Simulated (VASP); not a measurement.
# ReP (Fm-3m) in VASP: a series of runs

Aim: see how the results for ReP move with the level of theory and the settings. Levels: PBE, r2SCAN. Tasks: single point.

Everything below comes from runs of VASP 6.6.1. Logs are shortened: lines on timing, memory, paths and dates and some standing lists are left out, and cuts for length are marked.

**1. The cell of the first run**

Symmetry: Fm-3m, No. 225, cubic system. The conventional cell has a = 4.828 Å, b = 4.828 Å, c = 4.828 Å, α = 90.00°, β = 90.00°, γ = 90.00°. Within 3.2 Å of Re (site symmetry m-3m) lie 6 P at 2.41 Å. Within 3.2 Å of P (site symmetry m-3m) lie 6 Re at 2.41 Å.

**2. Single point, PBE**

The input, INCAR:

```
SYSTEM = ReP
PREC = Accurate
ENCUT = 600
EDIFF = 1E-6
ISMEAR = 0
SIGMA = 0.05
LREAL = .FALSE.
LASPH = .TRUE.
NELM = 120
ALGO = Normal
ISIF = 2
LWAVE = .FALSE.
LCHARG = .TRUE.
GGA = PE
LELF = .TRUE.
LVHAR = .TRUE.
NBANDS = 13
GGA_COMPAT = .FALSE.
```

The input, KPOINTS:

```
Automatic mesh
0
G
  8 8 8
  0 0 0
```

The input, POSCAR:

```
ReP
1.0
    0.0000000000      2.4137520683      2.4137520683
    2.4137520683      0.0000000000      2.4137520683
    2.4137520683      2.4137520683      0.0000000000
Re P
1 1
Direct
    0.5000000000      0.5000000000      0.5000000000
    0.0000000000      0.0000000000      0.0000000000
```

Potentials or basis: VASP PAW PBE potentials, release 64 (Re, P).

Started as:

```
$ cat potpaw_PBE.64/Re/POTCAR potpaw_PBE.64/P/POTCAR > POTCAR
$ mpirun -np 1 vasp_std > vasp.out
```

OUTCAR:

```text
SYSTEM = ReP
   PREC = Accurate
   ENCUT = 600
   EDIFF = 1E-6
   ISMEAR = 0
   LREAL = .FALSE.
   LASPH = .TRUE.
   NELM = 120
   ISIF = 2
   GGA = PE

 ion  position               nearest neighbor table
   1  0.500  0.500  0.500-   2 2.41   2 2.41   2 2.41   2 2.41   2 2.41   2 2.41
   2  0.000  0.000  0.000-   1 2.41   1 2.41   1 2.41   1 2.41   1 2.41   1 2.41

  LATTYP: Found a face centered cubic cell.
 ALAT       =     4.8275041366

  Lattice vectors:

 A1 = (   0.0000000000,   2.4137520683,   2.4137520683)
 A2 = (   2.4137520683,   0.0000000000,   2.4137520683)
 A3 = (   2.4137520683,   2.4137520683,   0.0000000000)

Analysis of symmetry for initial positions (statically):
=====================================================================
 Subroutine PRICEL returns:
 Original cell was already a primitive cell.

 Routine SETGRP: Setting up the symmetry group for a
 face centered cubic supercell.

 Subroutine GETGRP returns: Found 48 space group operations
 (whereof 48 operations were pure point group operations)
 out of a pool of 48 trial point group operations.

The static configuration has the point symmetry O_h .

Analysis of symmetry for dynamics (positions and initial velocities):
=====================================================================
 Subroutine PRICEL returns:
 Original cell was already a primitive cell.

 Routine SETGRP: Setting up the symmetry group for a
 face centered cubic supercell.

 Subroutine GETGRP returns: Found 48 space group operations
 (whereof 48 operations were pure point group operations)
 out of a pool of 48 trial point group operations.

The dynamic configuration has the point symmetry O_h .

 Subroutine INISYM returns: Found 48 space group operations
 (whereof 48 operations are pure point group operations),
 and found     1 'primitive' translations

----------------------------------------------------------------------------------------

                                     Primitive cell

  volume of cell :      28.1260

  direct lattice vectors                    reciprocal lattice vectors
     0.000000000  2.413752068  2.413752068    -0.207146379  0.207146379  0.207146379
     2.413752068  0.000000000  2.413752068     0.207146379 -0.207146379  0.207146379
     2.413752068  2.413752068  0.000000000     0.207146379  0.207146379 -0.207146379

  length of vectors
     3.413560911  3.413560911  3.413560911     0.358788052  0.358788052  0.358788052

  position of ions in fractional coordinates (direct lattice)
     0.500000000  0.500000000  0.500000000
     0.000000000  0.000000000  0.000000000

  ion indices of the primitive-cell ions
   primitive index   ion index
                 1           1
                 2           2

----------------------------------------------------------------------------------------

 KPOINTS: Automatic mesh

Automatic generation of k-mesh.
 Grid dimensions read from file:
 generate k-points for:    8    8    8

 Generating k-lattice:

  Cartesian coordinates                     Fractional coordinates (reciprocal lattice)
    -0.025893297  0.025893297  0.025893297     0.125000000  0.000000000  0.000000000
     0.025893297 -0.025893297  0.025893297     0.000000000  0.125000000  0.000000000
     0.025893297  0.025893297 -0.025893297     0.000000000  0.000000000  0.125000000

  Length of vectors
     0.044848507  0.044848507  0.044848507

  Shift w.r.t. Gamma in fractional coordinates (k-lattice)
     0.000000000  0.000000000  0.000000000

 Subroutine IBZKPT returns following result:
 ===========================================

 Found     29 irreducible k-points:

 Following reciprocal coordinates:
            Coordinates               Weight
  0.000000  0.000000  0.000000      1.000000
  0.125000  0.000000  0.000000      8.000000
  0.250000  0.000000  0.000000      8.000000
  0.375000  0.000000  0.000000      8.000000
  0.500000  0.000000  0.000000      4.000000
  0.125000  0.125000  0.000000      6.000000
[... 16 lines left out ...]
  0.500000  0.250000  0.125000     48.000000
 -0.375000  0.250000  0.125000     24.000000
 [... further k-points ...]
   k-points           NKPTS =     29   k-points in BZ     NKDIM =     29   number of bands    NBANDS=     13
   number of dos      NEDOS =    301   number of ions     NIONS =      2
   total plane-waves  NPLWV =  21952
   dimension x,y,z NGX =    28 NGY =   28 NGZ =   28
   dimension x,y,z NGXF=    56 NGYF=   56 NGZF=   56
   ions per type =               1   1
   NGX,Y,Z   is equivalent  to a cutoff of  13.64, 13.64, 13.64 a.u.
   NGXF,Y,Z  is equivalent  to a cutoff of  27.27, 27.27, 27.27 a.u.
 SYSTEM =  ReP
   PREC   = accura    normal or accurate (medium, high low for compatibility)
   ISTART =      0    job   : 0-new  1-cont  2-samecut
   ICHARG =      2    charge: 1-file 2-atom 10-const
   ISPIN  =      1    spin polarized calculation?
   LNONCOLLINEAR =      F non collinear calculations
   LSORBIT =      F    spin-orbit coupling
   LASPH  =      T    aspherical Exc in radial PAW
   ENCUT  =  600.0 eV  44.10 Ry    6.64 a.u.   6.82  6.82  6.82*2*pi/ulx,y,z
   NELM   =    120;   NELMIN=  2; NELMDL= -5     # of ELM steps
   EDIFF  = 0.1E-05   stopping-criterion for ELM
   LREAL  =      F    real-space projection
[... 7 lines left out ...]
   TEBEG  =    0.0;   TEEND  =   0.0 temperature during run
   PSTRESS=    0.0 pullay stress
   NELECT =      12.0000    total number of electrons
   NUPDOWN=      -1.0000    fix difference up-down
   EMIN   =  10.00;   EMAX   =-10.00  energy-range for DOS
   EFERMI =   0.00;   METHOD = LEGACY
   ISMEAR =     0;   SIGMA  =   0.05  broadening in eV -4-tet -1-fermi 0-gaus
   EFERMI_NEDOS =   21; number of points for ismear=-14 and -15
   IALGO  =     38    algorithm
   IMIX   =      4    mixing-type and parameters
     AMIX     =   0.40;   BMIX     =  1.00
     AMIX_MAG =   1.60;   BMIX_MAG =  1.00
  volume/ion in A,a.u.               =      14.06        94.90
  Fermi-wavevector in a.u.,A,eV,Ry     =   1.232440  2.328975 20.666016  1.518909
  Thomas-Fermi vector in A             =   2.367210
   LORBIT       =      0    0 simple, 1 ext, 2 COOP (PROOUT), +10 PAW based schemes
   GGA     = PE    functional components
   LHFCALC =     F    Hartree Fock is set to
   AEXX    =    0.0000 exact exchange contribution
   IVDW    =     0    specifies the selected vdW correction
   LEPSILON=     F    determine dielectric tensor
   LRPA    =     F    only Hartree local field effects (RPA)
 non-spin polarized calculation
 Gauss-broadening in eV      SIGMA  =   0.05
  energy-cutoff  :      600.00
  volume of cell :       28.13
 maximum number of plane-waves:       960
   NGX = 13   NGY = 13   NGZ = 13

 number of electron      11.9999999 magnetization

 Free energy of the ion-electron system (eV)
  ---------------------------------------------------
  ext. energy  EPLUGINS =         0.00000000
  ---------------------------------------------------
  free energy    TOTEN  =       -16.49482445 eV

  energy without entropy =      -16.49181512  energy(sigma->0) =      -16.49331978

 E-fermi :   9.7607     XC(G=0): -12.6797

 val. band max:        9.7496782315   @ k =   0.5000   0.2500   0.0000
 cond. band min:       9.7967955660   @ k =  -0.3750   0.3750   0.0000
 fundamental gap:      0.0471173345
 Fermi energy:         9.7607399112

 k-point     1 :       0.0000    0.0000    0.0000
  band No.  band energies     occupation
      1      -5.3518      2.00000
      2       6.6493      2.00000
      3       6.6493      2.00000
      4       6.6493      2.00000
      5       7.1308      2.00000
      6       7.1308      2.00000
      7       9.4638      2.00000
      8       9.4638      2.00000
      9       9.4638      2.00000
     10      16.4736      0.00000
     11      18.6234      0.00000
     12      23.7094      0.00000
     13      23.7094      0.00000

 k-point     2 :       0.1250    0.0000    0.0000
  band No.  band energies     occupation
      1      -5.0264      2.00000
      2       5.8300      2.00000
      3       6.0721      2.00000
      4       6.0721      2.00000
      5       7.0388      2.00000
      6       7.0388      2.00000
      7       9.3095      2.00000
      8      10.8271      0.00000
      9      10.8271      0.00000
     10      17.4883      0.00000
     11      19.0641      0.00000
     12      22.3190      0.00000
     13      22.7182      0.00000

 k-point     3 :       0.2500    0.0000    0.0000
  band No.  band energies     occupation
      1      -4.0967      2.00000
      2       3.9581      2.00000
      3       4.8840      2.00000
      4       4.8840      2.00000
      5       7.8422      2.00000
      6       7.8422      2.00000
      7       9.3331      2.00000
      8      13.1573      0.00000
      9      13.1573      0.00000
     10      17.0143      0.00000
     11      20.2974      0.00000
     12      20.2974      0.00000
     13      20.3938      0.00000
[... 305 lines left out ...]
 k-point    23 :       0.5000    0.2500    0.1250
  band No.  band energies     occupation
      1      -2.5193      2.00000
      2       2.1228      2.00000
      3       4.0175      2.00000
      4       4.4389      2.00000
      5       8.2065      2.00000
      6       9.5911      2.00000
      7      10.1846      0.00000
      8      11.9504      0.00000
      9      14.5924      0.00000
     10      16.7526      0.00000
     11      17.9408      0.00000
     12      18.9337      0.00000
     13      21.6163      0.00000

 k-point    24 :      -0.3750    0.2500    0.1250
  band No.  band energies     occupation
      1      -1.9691      2.00000
      2       1.6107      2.00000
      3       3.8016      2.00000
      4       4.2447      2.00000
      5       9.0606      2.00000
      6       9.1778      2.00000
      7      10.0419      0.00000
      8      13.1913      0.00000
      9      13.4719      0.00000
     10      15.8903      0.00000
     11      19.1662      0.00000
     12      19.9398      0.00000
     13      20.3772      0.00000

 [... further k-points ...]
[... 5 lines left out ...]
  --------------------------------------------------------------------------------------
  -------------------------------------------------------------------------------------
  Total        2.5500062      2.5500062      2.5500062      0.0000000     -0.0000000      0.0000000
  in kB      145.2592685    145.2592685    145.2592685      0.0000000     -0.0000000      0.0000000
  external PRESSURE =     145.2592685 kB  Pullay stress =       0.0000000 kB

 VOLUME and BASIS-vectors are now :
 -----------------------------------------------------------------------------
  energy-cutoff  :      600.00
  volume of cell :       28.13
      direct lattice vectors                 reciprocal lattice vectors
     0.000000000  2.413752068  2.413752068    -0.207146379  0.207146379  0.207146379
     2.413752068  0.000000000  2.413752068     0.207146379 -0.207146379  0.207146379
     2.413752068  2.413752068  0.000000000     0.207146379  0.207146379 -0.207146379

 POSITION                                       TOTAL-FORCE (eV/Angst)
 -----------------------------------------------------------------------------------
      2.41375      2.41375      2.41375        -0.000000     -0.000000     -0.000000
      0.00000      0.00000      0.00000         0.000000      0.000000      0.000000
 -----------------------------------------------------------------------------------
    total drift:                                0.000000      0.000000      0.000000

  FREE ENERGIE OF THE ION-ELECTRON SYSTEM (eV)
  ---------------------------------------------------
  free  energy   TOTEN  =       -16.4948244456 eV

  energy  without entropy=      -16.4918151240  energy(sigma->0) =      -16.49331978
```

Run time: 56 s. Hardware: 1 thread of Intel Xeon 8259CL, shared host; peak memory 0.13 GiB.

Results:

```
Free energy            : -16.4948 eV
Pressure               : 14.5 GPa
Band gap on the k mesh : zero (bands 6 and 7 overlap by 0.49 eV)
```

Caveat: the cell stands under pressure; spin-orbit coupling is left out, which moves the levels of the heavy elements.

**3. Single point, PBE (14.83 Å³/atom)**

This run uses another cell than the first one, of 14.83 Å³/atom.

The input, INCAR:

```
SYSTEM = ReP
PREC = Accurate
ENCUT = 600
EDIFF = 1E-6
ISMEAR = 0
SIGMA = 0.05
LREAL = .False.
LASPH = .True.
NELM = 120
ALGO = Normal
ISIF = 2
LWAVE = .False.
LCHARG = .False.
GGA = PE
NBANDS = 13
GGA_COMPAT = .False.
```

The input, KPOINTS:

```
Automatic mesh
0
Gamma
  8 8 8
  0 0 0
```

The input, POSCAR:

```
ReP
1.0
    0.0000000000      2.4567972647      2.4567972647
    2.4567972647      0.0000000000      2.4567972647
    2.4567972647      2.4567972647      0.0000000000
Re P
1 1
Direct
    0.5000000000      0.5000000000      0.5000000000
    0.0000000000      0.0000000000      0.0000000000
```

Potentials or basis: VASP PAW PBE potentials, release 64 (Re, P).

Started as:

```
$ cat potpaw_PBE.64/Re/POTCAR potpaw_PBE.64/P/POTCAR > POTCAR
$ mpirun -np 1 vasp_std > vasp.out
```

It took 47 s on 1 thread of Intel Xeon 8259CL, shared host; peak memory 0.13 GiB.

Results (log left out):

| Item | Value |
| --- | --- |
| Free energy | -16.5657 eV |
| Pressure | 0.9 GPa |
| Band gap on the k mesh | zero (bands 6 and 7 overlap by 0.51 eV) |

Levels at points of the mesh, in eV from the Fermi level:
```
           k point  band 4  band 5  band 6  band 7  band 8  band 9
(0.00, 0.00, 0.00)   -2.84   -2.42   -2.42   -0.31   -0.31   -0.31
(0.50, 0.00, 0.00)   -5.58   -0.21   -0.21    0.60    3.32    6.22
(0.50, 0.50, 0.00)   -2.53   -2.53   -1.30    0.48    0.53    0.53
```

Caveat: spin-orbit coupling is left out, which moves the levels of the heavy elements.

**4. Single point, PBE (15.29 Å³/atom)**

This run uses another cell than the first one, of 15.29 Å³/atom.

The input, INCAR:

```
SYSTEM = ReP
PREC = Accurate ; ENCUT = 600
EDIFF = 1E-6 ; ISMEAR = 0
SIGMA = 0.05 ; LREAL = .False.
LASPH = .True. ; NELM = 120
ALGO = Normal ; ISIF = 2
LWAVE = .False. ; LCHARG = .True.
GGA = PE ; LELF = .True.
LVHAR = .True. ; NBANDS = 13
GGA_COMPAT = .False.
```

KPOINTS is that of step 3.

The input, POSCAR:

```
ReP
1.0
    0.0000000000      2.4820687889      2.4820687889
    2.4820687889      0.0000000000      2.4820687889
    2.4820687889      2.4820687889      0.0000000000
Re P
1 1
Direct
    0.5000000000      0.5000000000      0.5000000000
    0.0000000000      0.0000000000      0.0000000000
```

Started as:

```
$ cat potpaw_PBE.64/Re/POTCAR potpaw_PBE.64/P/POTCAR > POTCAR
$ mpirun -np 1 vasp_std > vasp.out
```

Run time: 46 s. Hardware: 1 thread of Intel Xeon 8259CL, shared host; peak memory 0.14 GiB.

It converged, with:

- Free energy: -16.5518 eV
- Pressure: -5.6 GPa
- Band gap on the k mesh: zero (bands 6 and 7 overlap by 0.52 eV)

Levels at points of the mesh, in eV from the Fermi level:
| k point | band 4 | band 5 | band 6 | band 7 | band 8 | band 9 |
| --- | --- | --- | --- | --- | --- | --- |
| (0.00, 0.00, 0.00) | -2.69 | -2.30 | -2.30 | -0.32 | -0.32 | -0.32 |
| (0.50, 0.00, 0.00) | -5.40 | -0.20 | -0.20 | 0.55 | 3.35 | 6.19 |
| (0.50, 0.50, 0.00) | -2.48 | -2.48 | -1.24 | 0.44 | 0.50 | 0.50 |

Caveat: the cell stands under tension; spin-orbit coupling is left out, which moves the levels of the heavy elements.

[end of part 1 of 2]

The gap in the log of VASP goes by the Fermi energy; the results here count the filled bands.